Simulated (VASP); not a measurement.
# Ti (P6_3/mmc) in VASP: notebook

Runs on Ti. Level: PBEsol. Tasks: single point.

Everything below comes from runs of VASP 6.6.1. Logs are shortened: lines on timing, memory, paths and dates and some standing lists are left out, and cuts for length are marked.

### Step 1. The cell of the first run

It takes space group P6_3/mmc (No. 194, hexagonal). Conventional cell: a = 2.813 Å, b = 2.813 Å, c = 4.674 Å, α = 90.00°, β = 90.00°, γ = 120.00°. Within 3.7 Å of Ti (site symmetry -6m2) lie 12 Ti at 2.81 to 2.85 Å.

### Step 2. Single point, PBEsol (biaxial strain in the a-b plane: -3.0 %)

INCAR reads:

```
SYSTEM = Ti
PREC = Accurate
ENCUT = 520
EDIFF = 1E-6
ISMEAR = 0
SIGMA = 0.1
LREAL = .FALSE.
LASPH = .TRUE.
NELM = 100
ALGO = Fast
ISIF = 2
LWAVE = .FALSE.
LCHARG = .FALSE.
GGA = PS
NBANDS = 19
```

KPOINTS reads:

```
Automatic mesh
0
G
  24 24 12
  0 0 0
```

POSCAR reads:

```
Ti
1.0
    2.8134221443      0.0000000000      0.0000000000
   -1.4067110722      2.4364950486      0.0000000000
    0.0000000000      0.0000000000      4.6736282746
Ti
2
Direct
    0.3333333333      0.6666666667      0.2500000000
    0.6666666667      0.3333333333      0.7500000000
```

Potentials or basis: VASP PAW PBE potentials, release 64 (Ti_sv).

On the command line:

```
$ cat potpaw_PBE.64/Ti_sv/POTCAR > POTCAR
$ mpirun -np 1 vasp_std > vasp.out
```

OUTCAR:

```text
SYSTEM = Ti
   PREC = Accurate
   ENCUT = 520
   EDIFF = 1E-6
   ISMEAR = 0
   LREAL = .FALSE.
   LASPH = .TRUE.
   NELM = 100
   ISIF = 2
   GGA = PS

 ion  position               nearest neighbor table
   1  0.333  0.667  0.250-   2 2.85   2 2.85   2 2.85   2 2.85   2 2.85   2 2.85
   2  0.667  0.333  0.750-   1 2.85   1 2.85   1 2.85   1 2.85   1 2.85   1 2.85

  LATTYP: Found a hexagonal cell.
 ALAT       =     2.8134221443
 C/A-ratio  =     1.6611898375

  Lattice vectors:

 A1 = (   2.8134221443,   0.0000000000,   0.0000000000)
 A2 = (  -1.4067110722,   2.4364950486,   0.0000000000)
 A3 = (   0.0000000000,   0.0000000000,   4.6736282746)

Analysis of symmetry for initial positions (statically):
=====================================================================
 Subroutine PRICEL returns:
 Original cell was already a primitive cell.

 Routine SETGRP: Setting up the symmetry group for a
 hexagonal supercell.

 Subroutine GETGRP returns: Found 24 space group operations
 (whereof 12 operations were pure point group operations)
 out of a pool of 24 trial point group operations.

The static configuration has the point symmetry D_3d.
 The point group associated with its full space group is D_6h.

Analysis of symmetry for dynamics (positions and initial velocities):
=====================================================================
 Subroutine PRICEL returns:
 Original cell was already a primitive cell.

 Routine SETGRP: Setting up the symmetry group for a
 hexagonal supercell.

 Subroutine GETGRP returns: Found 24 space group operations
 (whereof 12 operations were pure point group operations)
 out of a pool of 24 trial point group operations.

The dynamic configuration has the point symmetry D_3d.
 The point group associated with its full space group is D_6h.

 Subroutine INISYM returns: Found 24 space group operations
 (whereof 12 operations are pure point group operations),
 and found     1 'primitive' translations

----------------------------------------------------------------------------------------

                                     Primitive cell

  volume of cell :      32.0372

  direct lattice vectors                    reciprocal lattice vectors
     2.813422144  0.000000000  0.000000000     0.355439017  0.205212812  0.000000000
    -1.406711072  2.436495049  0.000000000     0.000000000  0.410425624  0.000000000
     0.000000000  0.000000000  4.673628275     0.000000000  0.000000000  0.213966525

  length of vectors
     2.813422144  2.813422144  4.673628275     0.410425624  0.410425624  0.213966525

  position of ions in fractional coordinates (direct lattice)
     0.333333333  0.666666667  0.250000000
     0.666666667  0.333333333  0.750000000

  ion indices of the primitive-cell ions
   primitive index   ion index
                 1           1
                 2           2

----------------------------------------------------------------------------------------

 KPOINTS: Automatic mesh

Automatic generation of k-mesh.
 Grid dimensions read from file:
 generate k-points for:   24   24   12

 Generating k-lattice:

  Cartesian coordinates                     Fractional coordinates (reciprocal lattice)
     0.014809959  0.008550534  0.000000000     0.041666667  0.000000000  0.000000000
     0.000000000  0.017101068  0.000000000     0.000000000  0.041666667  0.000000000
     0.000000000  0.000000000  0.017830544     0.000000000  0.000000000  0.083333333

  Length of vectors
     0.017101068  0.017101068  0.017830544

  Shift w.r.t. Gamma in fractional coordinates (k-lattice)
     0.000000000  0.000000000  0.000000000

 Subroutine IBZKPT returns following result:
 ===========================================

 Found    427 irreducible k-points:

 Following reciprocal coordinates:
            Coordinates               Weight
  0.000000  0.000000  0.000000      1.000000
  0.041667 -0.000000  0.000000      6.000000
  0.083333 -0.000000  0.000000      6.000000
  0.125000 -0.000000  0.000000      6.000000
  0.166667 -0.000000  0.000000      6.000000
  0.208333 -0.000000  0.000000      6.000000
[... 16 lines left out ...]
  0.416667  0.041667  0.000000     12.000000
  0.458333  0.041667  0.000000     12.000000
 [... further k-points ...]
   k-points           NKPTS =    427   k-points in BZ     NKDIM =    427   number of bands    NBANDS=     19
   number of dos      NEDOS =    301   number of ions     NIONS =      2
   total plane-waves  NPLWV =  20736
   dimension x,y,z NGX =    24 NGY =   24 NGZ =   36
   dimension x,y,z NGXF=    48 NGYF=   48 NGZF=   72
   ions per type =               2
   NGX,Y,Z   is equivalent  to a cutoff of  14.18, 14.18, 12.81 a.u.
   NGXF,Y,Z  is equivalent  to a cutoff of  28.36, 28.36, 25.61 a.u.
 SYSTEM =  Ti
   PREC   = accura    normal or accurate (medium, high low for compatibility)
   ISTART =      0    job   : 0-new  1-cont  2-samecut
   ICHARG =      2    charge: 1-file 2-atom 10-const
   ISPIN  =      1    spin polarized calculation?
   LNONCOLLINEAR =      F non collinear calculations
   LSORBIT =      F    spin-orbit coupling
   LASPH  =      T    aspherical Exc in radial PAW
   ENCUT  =  520.0 eV  38.22 Ry    6.18 a.u.   5.23  5.23  8.69*2*pi/ulx,y,z
   NELM   =    100;   NELMIN=  2; NELMDL= -5     # of ELM steps
   EDIFF  = 0.1E-05   stopping-criterion for ELM
   LREAL  =      F    real-space projection
   EDIFFG = 0.1E-04   stopping-criterion for IOM
   NSW    =      0    number of steps for IOM
   IBRION =     -1    ionic relax: 0-MD 1-quasi-New 2-CG
   NFREE  =      0    steps in history (QN), initial steepest desc. (CG)
   ISIF   =      2    stress and relaxation
   ISYM   =      2    0-nonsym 1-usesym 2-fastsym
   POTIM  = 0.5000    time-step for ionic-motion
   TEBEG  =    0.0;   TEEND  =   0.0 temperature during run
   PSTRESS=    0.0 pullay stress
   NELECT =      24.0000    total number of electrons
   NUPDOWN=      -1.0000    fix difference up-down
   EMIN   =  10.00;   EMAX   =-10.00  energy-range for DOS
   EFERMI =   0.00;   METHOD = LEGACY
   ISMEAR =     0;   SIGMA  =   0.10  broadening in eV -4-tet -1-fermi 0-gaus
   EFERMI_NEDOS =   21; number of points for ismear=-14 and -15
   IALGO  =     68    algorithm
   IMIX   =      4    mixing-type and parameters
     AMIX     =   0.40;   BMIX     =  1.00
     AMIX_MAG =   1.60;   BMIX_MAG =  1.00
  volume/ion in A,a.u.               =      16.02       108.10
  Fermi-wavevector in a.u.,A,eV,Ry     =   1.486827  2.809695 30.077772  2.210654
  Thomas-Fermi vector in A             =   2.600064
   LORBIT       =      0    0 simple, 1 ext, 2 COOP (PROOUT), +10 PAW based schemes
   GGA     = PS    functional components
   LHFCALC =     F    Hartree Fock is set to
   AEXX    =    0.0000 exact exchange contribution
   IVDW    =     0    specifies the selected vdW correction
   LEPSILON=     F    determine dielectric tensor
   LRPA    =     F    only Hartree local field effects (RPA)
 non-spin polarized calculation
 RMM-DIIS sequential band-by-band and
 Gauss-broadening in eV      SIGMA  =   0.10
  energy-cutoff  :      520.00
  volume of cell :       32.04
 maximum number of plane-waves:       881
 NGX is ok and might be reduce to    24
   NGX = 11   NGY = 11   NGZ = 17

 number of electron      24.0000002 magnetization

 Free energy of the ion-electron system (eV)
  ---------------------------------------------------
  ext. energy  EPLUGINS =         0.00000000
  ---------------------------------------------------
  free energy    TOTEN  =       -16.64476464 eV

  energy without entropy =      -16.63511053  energy(sigma->0) =      -16.63993759

 E-fermi :   9.0782     XC(G=0): -12.0271

 val. band max:        9.0770247975   @ k =   0.2500   0.2083   0.4167
 cond. band min:       9.0793013640   @ k =   0.2500   0.2083   0.5000
 fundamental gap:      0.0022765664
 Fermi energy:         9.0781633644

 k-point     1 :       0.0000    0.0000    0.0000
  band No.  band energies     occupation
      1     -47.3944      2.00000
      2     -47.2326      2.00000
      3     -24.1415      2.00000
      4     -23.3096      2.00000
      5     -23.3096      2.00000
      6     -23.2966      2.00000
[... 11 lines left out ...]
     18      11.1143      0.00000
     19      12.5971      0.00000

 k-point     2 :       0.0417   -0.0000    0.0000
  band No.  band energies     occupation
      1     -47.3918      2.00000
      2     -47.2311      2.00000
      3     -24.1365      2.00000
      4     -23.3218      2.00000
      5     -23.3133      2.00000
      6     -23.2980      2.00000
[... 11 lines left out ...]
     18      11.0822      0.00000
     19      12.6127      0.00000

 k-point     3 :       0.0833   -0.0000    0.0000
  band No.  band energies     occupation
      1     -47.3839      2.00000
      2     -47.2269      2.00000
      3     -24.1215      2.00000
      4     -23.3576      2.00000
      5     -23.3240      2.00000
      6     -23.3025      2.00000
[... 11 lines left out ...]
     18      10.9926      0.00000
     19      12.6533      0.00000

 k-point     4 :       0.1250   -0.0000    0.0000
  band No.  band energies     occupation
      1     -47.3714      2.00000
      2     -47.2204      2.00000
      3     -24.0973      2.00000
      4     -23.4147      2.00000
      5     -23.3409      2.00000
      6     -23.3158      2.00000
[... 407 lines left out ...]
     18      12.9130      0.00000
     19      13.0193      0.00000

 k-point    23 :       0.4167    0.0417    0.0000
  band No.  band energies     occupation
      1     -47.2258      2.00000
      2     -47.1664      2.00000
      3     -23.9990      2.00000
      4     -23.8641      2.00000
      5     -23.7696      2.00000
      6     -23.5088      2.00000
[... 11 lines left out ...]
     18      12.9195      0.00000
     19      13.4672      0.00000

 k-point    24 :       0.4583    0.0417    0.0000
  band No.  band energies     occupation
      1     -47.2181      2.00000
      2     -47.1659      2.00000
      3     -24.0228      2.00000
      4     -23.8851      2.00000
      5     -23.7474      2.00000
      6     -23.5155      2.00000
[... 11 lines left out ...]
     18      13.0918      0.00000
     19      13.9371      0.00000

 [... further k-points ...]

------------------------ aborting loop because EDIFF is reached ----------------------------------------

  FORCE on cell =-STRESS in cart. coord.  units (eV):
  Direction    XX          YY          ZZ          XY          YZ          ZX
  --------------------------------------------------------------------------------------
  -------------------------------------------------------------------------------------
  Total        1.3779950      1.3779950      0.2739221     -0.0000000     -0.0000000     -0.0000000
  in kB       68.9133902     68.9133902     13.6988164     -0.0000000     -0.0000000     -0.0000000
  external PRESSURE =      50.5085323 kB  Pullay stress =       0.0000000 kB

 VOLUME and BASIS-vectors are now :
 -----------------------------------------------------------------------------
  energy-cutoff  :      520.00
  volume of cell :       32.04
      direct lattice vectors                 reciprocal lattice vectors
     2.813422144  0.000000000  0.000000000     0.355439017  0.205212812  0.000000000
    -1.406711072  2.436495049  0.000000000     0.000000000  0.410425624  0.000000000
     0.000000000  0.000000000  4.673628275     0.000000000  0.000000000  0.213966525

 POSITION                                       TOTAL-FORCE (eV/Angst)
 -----------------------------------------------------------------------------------
     -0.00000      1.62433      1.16841         0.000000     -0.000000      0.000000
      1.40671      0.81217      3.50522        -0.000000      0.000000      0.000000
 -----------------------------------------------------------------------------------
    total drift:                               -0.000000      0.000000     -0.000000

  FREE ENERGIE OF THE ION-ELECTRON SYSTEM (eV)
  ---------------------------------------------------
  free  energy   TOTEN  =       -16.6447646434 eV

  energy  without entropy=      -16.6351105291  energy(sigma->0) =      -16.63993759
```

Wall time 7.4 min (1 thread of AMD EPYC 9R45 (Zen 5), shared host); peak memory 0.29 GiB.

Results:

```yaml
Free_energy: -16.6448 eV
Pressure: 5.1 GPa
Band_gap_on_the_k_mesh: zero (bands 12 and 13 overlap by 0.97 eV)
```

Stress tensor (GPa, compression positive):
```
6.89 0.00 0.00
0.00 6.89 0.00
0.00 0.00 1.37
```

Levels at points of the mesh, in eV from the Fermi level:
```csv
k point,band 9,band 10,band 11,band 12,band 13,band 14,band 15,band 16
"(0.00, 0.00, 0.00)",-6.38,-2.91,0.58,0.63,0.88,0.88,1.36,1.36
"(0.50, 0.00, 0.00)",-2.41,-2.38,-2.12,-0.32,0.51,0.75,1.12,3.87
"(0.00, 0.00, 0.50)",-4.52,-4.52,-0.11,-0.11,0.85,0.85,0.85,0.85
"(0.50, 0.00, 0.50)",-2.77,-2.77,-1.02,-1.02,1.64,1.64,2.04,2.04
```

Caveat: the cell differs from its parent crystal (biaxial strain in the a-b plane: -3.0 %); the stress differs along the axes, from 1 to 7 GPa; the PAW data sets were made with another functional, which shifts forces and pressure a little.

### Step 3. Single point, PBEsol (biaxial strain in the a-b plane: -3.0 %, then relaxed in part)

INCAR reads:

```
PREC = Accurate
ENCUT = 520
EDIFF = 1E-6
ISMEAR = 0
SIGMA = 0.1
LREAL = F
LASPH = T
NELM = 80
ALGO = Fast
ISIF = 2
LWAVE = F
LCHARG = F
GGA = PS
NBANDS = 19
```

KPOINTS reads:

```
Automatic mesh
0
Gamma
  24 24 12
```

POSCAR, as its differences from that of step 2:

```diff
@@ -4,3 +4,3 @@
    -1.4067110722      2.4364950486      0.0000000000
-    0.0000000000      0.0000000000      4.6736282746
+    0.0000000000      0.0000000000      4.7137841302
 Ti
```

Potentials or basis: VASP PAW PBE potentials, release 64 (Ti_sv).

On the command line:

```
$ cat potpaw_PBE.64/Ti_sv/POTCAR > POTCAR
$ mpirun -np 1 vasp_std > vasp.out
```

Run time: 7.2 min. Hardware: 1 thread of AMD EPYC 9R45 (Zen 5), shared host; peak memory 0.29 GiB.

Results (log left out):

```
Free energy            : -16.6458 eV
Pressure               : 3.9 GPa
Band gap on the k mesh : zero (bands 12 and 13 overlap by 0.90 eV)
```

Stress tensor (GPa, compression positive):
```
 6.04  0.00  0.00
 0.00  6.04  0.00
 0.00  0.00 -0.38
```

Levels at points of the mesh, in eV from the Fermi level:
```csv
k point,band 8,band 9,band 10,band 11,band 12,band 13,band 14,band 15,band 16,band 17
"(0.00, 0.00, 0.00)",-32.30,-6.36,-2.90,0.48,0.58,0.89,0.89,1.35,1.35,2.07
"(0.50, 0.00, 0.00)",-32.43,-2.39,-2.35,-2.10,-0.30,0.47,0.80,1.08,3.81,3.91
"(0.00, 0.00, 0.50)",-32.35,-4.53,-4.53,-0.14,-0.14,0.87,0.87,0.87,0.87,3.09
"(0.50, 0.00, 0.50)",-32.51,-2.75,-2.75,-1.02,-1.02,1.62,1.62,2.05,2.05,4.02
```

Caveat: the cell differs from its parent crystal (biaxial strain in the a-b plane: -3.0 %, then relaxed in part); the stress differs along the axes, from -0 to 6 GPa; the PAW data sets were made with another functional, which shifts forces and pressure a little.

### Step 4. Single point, PBEsol (biaxial strain in the a-b plane: -2.0 %)

INCAR, as its differences from that of step 3:

```diff
@@ -11,4 +11,6 @@
 LWAVE = F
-LCHARG = F
+LCHARG = T
 GGA = PS
+LELF = T
+LVHAR = T
 NBANDS = 19
```

KPOINTS reads:

```
regular mesh
0
Gamma
  24 24 12
```

POSCAR reads:

```
Ti
1.0
    2.8424264963      0.0000000000      0.0000000000
   -1.4212132482      2.4616135542      0.0000000000
    0.0000000000      0.0000000000      4.6460823320
Ti
2
Direct
    0.3333333333      0.6666666667      0.2500000000
    0.6666666667      0.3333333333      0.7500000000
```

On the command line:

```
$ cat potpaw_PBE.64/Ti_sv/POTCAR > POTCAR
$ mpirun -np 1 vasp_std > vasp.out
```

It took 7 min on 1 thread of AMD EPYC 9R45 (Zen 5), shared host; peak memory 0.29 GiB.

It converged, with:

- Free energy: -16.6670 eV
- Pressure: 3.0 GPa
- Band gap on the k mesh: zero (bands 12 and 13 overlap by 1.09 eV)

Stress tensor (GPa, compression positive):
```
4.26 0.00 0.00
0.00 4.26 0.00
0.00 0.00 0.52
```

Levels at points of the mesh, in eV from the Fermi level:
| k point | band 9 | band 10 | band 11 | band 12 | band 13 | band 14 | band 15 | band 16 |
| --- | --- | --- | --- | --- | --- | --- | --- | --- |
| (0.00, 0.00, 0.00) | -6.36 | -2.87 | 0.68 | 0.73 | 0.85 | 0.85 | 1.34 | 1.34 |
| (0.50, 0.00, 0.00) | -2.41 | -2.35 | -2.07 | -0.42 | 0.56 | 0.65 | 1.15 | 3.77 |
| (0.00, 0.00, 0.50) | -4.48 | -4.48 | -0.05 | -0.05 | 0.80 | 0.80 | 0.80 | 0.80 |
| (0.50, 0.00, 0.50) | -2.74 | -2.74 | -0.97 | -0.97 | 1.56 | 1.56 | 1.95 | 1.95 |

Caveat: the cell differs from its parent crystal (biaxial strain in the a-b plane: -2.0 %); the cell stands under pressure; the PAW data sets were made with another functional, which shifts forces and pressure a little.

### Step 5. Single point, PBEsol (biaxial strain in the a-b plane: -2.0 %, then relaxed in part)

INCAR reads:

```
  PREC = Accurate
  ENCUT = 520
  EDIFF = 1E-7
  ISMEAR = 0
  SIGMA = 0.1
  LREAL = F
  LASPH = T
  NELM = 60
  ALGO = Fast
  ISIF = 2
  LWAVE = F
  LCHARG = T
  GGA = PS
  LELF = T
  LVHAR = T
  NBANDS = 19
```

KPOINTS reads:

```
Automatic mesh
0
Gamma
  24 24 12
```

POSCAR, as its differences from that of step 4:

```diff
@@ -4,3 +4,3 @@
    -1.4212132482      2.4616135542      0.0000000000
-    0.0000000000      0.0000000000      4.6460823320
+    0.0000000000      0.0000000000      4.6699108501
 Ti
```

On the command line:

```
$ cat potpaw_PBE.64/Ti_sv/POTCAR > POTCAR
$ mpirun -np 1 vasp_std > vasp.out
```

Wall time 9.6 min (1 thread of AMD EPYC 9R45 (Zen 5), shared host); peak memory 0.29 GiB.

Results (log left out):

| Property | Result |
| --- | --- |
| Free energy | -16.6673 eV |
| Pressure | 2.5 GPa |
| Band gap on the k mesh | zero (bands 12 and 13 overlap by 1.05 eV) |

Stress tensor (GPa, compression positive):
```
 3.92  0.00  0.00
 0.00  3.92  0.00
 0.00  0.00 -0.34
```

Levels at points of the mesh, in eV from the Fermi level:
```csv
k point,band 8,band 9,band 10,band 11,band 12,band 13,band 14,band 15,band 16,band 17
"(0.00, 0.00, 0.00)",-32.36,-6.35,-2.86,0.62,0.70,0.86,0.86,1.34,1.34,1.93
"(0.50, 0.00, 0.00)",-32.47,-2.40,-2.33,-2.06,-0.40,0.53,0.68,1.13,3.77,3.79
"(0.00, 0.00, 0.50)",-32.41,-4.49,-4.49,-0.06,-0.06,0.81,0.81,0.81,0.81,3.03
"(0.50, 0.00, 0.50)",-32.56,-2.72,-2.72,-0.97,-0.97,1.55,1.55,1.96,1.96,3.89
```

Caveat: the cell differs from its parent crystal (biaxial strain in the a-b plane: -2.0 %, then relaxed in part); the PAW data sets were made with another functional, which shifts forces and pressure a little.

### Step 6. Summary

```tsv
cell	further INCAR settings	gap on the mesh (eV)	pressure (GPa)
a = 2.813, b = 2.813, c = 4.674 Å, angles 90.0, 90.0, 120.0°, 2 atoms	ALGO = Fast; EDIFF = 1e-06; NBANDS = 19	none	5.1
a = 2.813, b = 2.813, c = 4.714 Å, angles 90.0, 90.0, 120.0°, 2 atoms	ALGO = Fast; EDIFF = 1e-06; NBANDS = 19	none	3.9
a = 2.842, b = 2.842, c = 4.646 Å, angles 90.0, 90.0, 120.0°, 2 atoms	ALGO = Fast; EDIFF = 1e-06; NBANDS = 19	none	3.0
a = 2.842, b = 2.842, c = 4.670 Å, angles 90.0, 90.0, 120.0°, 2 atoms	ALGO = Fast; EDIFF = 1e-07; NBANDS = 19	none	2.5
```

Alike in all rows: task single point; level PBEsol; potentials or basis VASP PAW PBE potentials, release 64 (Ti_sv); no spin polarisation; k mesh 24 × 24 × 12; cutoff (eV) 520; smearing gaussian 0.1 eV.

Caveats: the PAW data sets were made with another functional, which shifts forces and pressure a little; the stress differs along the axes, from 1 to 7 GPa (at least some runs); the stress differs along the axes, from -0 to 6 GPa (at least some runs); the cell stands under pressure (at least some runs).

Absolute energies hang on the potentials; compare differences alone.
